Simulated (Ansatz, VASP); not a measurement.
**Two plane-wave programs on SnO**

```
CELL_PARAMETERS angstrom
3.10341 0.00000 0.00000
0.00000 3.10341 0.00000
0.00000 0.00000 3.10341
ATOMIC_POSITIONS crystal
Sn 0.00000 0.00000 0.00000
O 0.50000 0.50000 0.50000
```

Alike in both runs: task single point; functional PBE; k mesh 6 × 6 × 6; no spin polarisation.

|  | VASP | Ansatz |
| --- | --- | --- |
| version | VASP 6.6.1 | Ansatz 0.2.0 |
| potentials or method | VASP PAW PBE potentials, release 64 (Sn_d, O) | plane waves |
| plane-wave cutoff (eV) | 520 | 420 |
| occupations | methfessel-paxton of order 1, width 0.5 eV | cold, width 0.5 eV |
| valence electrons in the cell | 20 | 20 |

```tsv
	VASP	Ansatz	Ansatz less VASP
pressure (GPa)	2.9	2.9	-0.02
```
